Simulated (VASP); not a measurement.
Write the native input for VASP 6.6.1 that does the following.

```yaml
Task: single point
Functional: PBE
Potentials_or_basis: VASP PAW PBE potentials, release 64 (Hf_pv, N, O)
Cutoff: 520 eV
k_mesh: 12 × 12 × 12
Occupations: gaussian, width 0.1 eV
Spin: no spin polarisation
Dipole_correction: no
Further_INCAR_settings: ALGO = Normal; EDIFF = 1e-06; NBANDS = 37
```

The structure of Hf4N2O lies in POSCAR:

```
Hf4N2O
1.0
    1.6255251206      0.9384973660     10.3613051589
   -1.6255251206      0.9384973660     10.3613051589
    0.0000000000     -1.8769947319     10.3613051589
Hf N O
4 2 1
Direct
    0.8750694781      0.8750694781      0.8750694781
    0.1249305219      0.1249305219      0.1249305219
    0.7123698394      0.7123698394      0.7123698394
    0.2876301606      0.2876301606      0.2876301606
    0.5831658976      0.5831658976      0.5831658976
    0.4168341024      0.4168341024      0.4168341024
    0.0000000000      0.0000000000      0.0000000000
```

The input as run:

INCAR

```
PREC     = Accurate       # precision mode
ENCUT    = 520            # plane-wave cutoff, eV
EDIFF    = 1E-6           # SCF threshold, eV
ISMEAR   = 0              # smearing method
SIGMA    = 0.1            # smearing width, eV
LREAL    = F              # projectors in reciprocal space
LASPH    = T              # aspherical terms in the spheres
NELM     = 80             # most SCF steps
ALGO     = Normal         # electronic algorithm
ISIF     = 2              # what is computed and relaxed
LWAVE    = F              # write WAVECAR
LCHARG   = F              # write CHGCAR
GGA      = PE             # functional
NBANDS   = 37             # bands
```

KPOINTS

```
regular mesh
0
Gamma
  12 12 12
```

Potentials or basis: VASP PAW PBE potentials, release 64 (Hf_pv, N, O).

Run with:

```sh
$ cat potpaw_PBE.64/Hf_pv/POTCAR potpaw_PBE.64/N/POTCAR potpaw_PBE.64/O/POTCAR > POTCAR
$ mpirun -np 1 vasp_std > vasp.out
```

It gave:

```yaml
Pressure: -1.8 GPa
Largest_force: 0.105 eV/Å
Band_gap_on_the_k_mesh: zero (bands 28 and 29 overlap by 0.80 eV)
```

Caveat: spin-orbit coupling is left out, which moves the levels of the heavy elements.

Run time: 71 min on 1 thread of AMD EPYC 9R45 96-Core Processor (Zen 5), on a shared host, peak memory 1.2 GiB.
